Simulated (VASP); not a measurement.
Wanted: the native input for a VASP 6.6.1 run.

```
Task                   : single point
Functional             : PBE
Potentials or basis    : VASP PAW PBE potentials, release 64 (Hf_pv, B)
Cutoff                 : 520 eV
k mesh                 : 15 × 15 × 15
Occupations            : fermi-dirac, width 0.05 eV
Spin                   : no spin polarisation
Dipole correction      : no
Further INCAR settings : ALGO = Normal; EDIFF = 1e-06; NBANDS = 14
```

The structure of HfB lies in POSCAR:

```
HfB
1.0
    0.0000000000      2.2708398925      2.2708398925
    2.2708398925      0.0000000000      2.2708398925
    2.2708398925      2.2708398925      0.0000000000
Hf B
1 1
Direct
    0.5000000000      0.5000000000      0.5000000000
    0.0000000000      0.0000000000      0.0000000000
```

This cell differs from its parent crystal: volume scaled by 0.95.

These files were run (other wordings do the same):

INCAR

```
PREC = Accurate
ENCUT = 520
EDIFF = 1E-6
ISMEAR = -1
SIGMA = 0.05
LREAL = False
LASPH = True
NELM = 80
ALGO = Normal
ISIF = 2
LWAVE = False
LCHARG = False
GGA = PE
NBANDS = 14
```

KPOINTS

```
Automatic mesh
0
Gamma
  15 15 15
```

Potentials or basis: VASP PAW PBE potentials, release 64 (Hf_pv, B).

Command:

```bash
$ cat potpaw_PBE.64/Hf_pv/POTCAR potpaw_PBE.64/B/POTCAR > POTCAR
$ mpirun -np 1 vasp_std > vasp.out
```

It gave:

The pressure is 46.6 GPa.

Wall time 20 s on 1 thread of Intel Xeon 8259CL, with other jobs on the host, peak memory 0.17 GiB.
